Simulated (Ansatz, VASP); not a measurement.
## AlCo in VASP and in Ansatz

INCAR

```
SYSTEM = AlCo
  ALGO = Normal
  EDIFF = 1E-7
  ENCUT = 520
  GGA = PS
  ISIF = 2
  ISMEAR = 0
  LASPH = .True.
  LCHARG = .False.
  LREAL = .False.
  LWAVE = .False.
  NBANDS = 13
  NELM = 100
  PREC = Accurate
  SIGMA = 0.15
```

File KPOINTS:

```
k-points
0
Gamma
  16 16 16
  0 0 0
```

The input POSCAR:

```
AlCo
1.0
    2.9039853063      0.0000000000      0.0000000000
    0.0000000000      2.9039853063      0.0000000000
    0.0000000000      0.0000000000      2.8616942581
Al Co
1 1
Direct
    0.0000000000      0.0000000000      0.0000000000
    0.5000000000      0.5000000000      0.5000000000
```

Input for Ansatz:

```yaml
crystal:
  lattice:
    - [2.9039853063, 0.0, 0.0]
    - [0.0, 2.9039853063, 0.0]
    - [0.0, 0.0, 2.8616942581]
  atoms:
    - { symbol: Al, position: [0.0, 0.0, 0.0] }
    - { symbol: Co, position: [0.5, 0.5, 0.5] }
basis:
  ecutwfc: 420
kpoints:
  mp_grid: { grid: [16, 16, 16] }
hamiltonian:
  xc: pbesol
scf:
  occupations: { method: gaussian, width: 0.15 }
output:
  forces: true
  stress: true
  eigenvalues: true
```

Change from the starting cell: strain +0.030 along x and y, +0.015 along z, atoms carried along.

Alike in both runs: task single point; functional PBEsol; k mesh 16 × 16 × 16; occupations gaussian, width 0.15 eV; no spin polarisation.

|  | VASP | Ansatz |
| --- | --- | --- |
| version | VASP 6.6.1 | Ansatz 0.2.0 |
| potentials or method | VASP PAW PBE potentials, release 64 (Al, Co), cutoff 520 eV | scalar-relativistic, plane waves, PAW |
| valence electrons in the cell | 12 | 20 |

|  | VASP | Ansatz | Ansatz less VASP |
| --- | --- | --- | --- |
| gap on the k mesh at the Fermi level (eV) | none | none | - |
| pressure (GPa) | -11.6 | -11.7 | -0.08 |
| traceless stress, the component that is largest in VASP (GPa) | 1.42 | 1.42 | +0.001 |

VASP's potentials were made for PBE, not for PBEsol. A gap of «none» marks a metal or a gap that the smearing closes. VASP's potentials hold 12 valence electrons a cell and Ansatz's 20, so a difference there can come from the potentials and not from the codes.
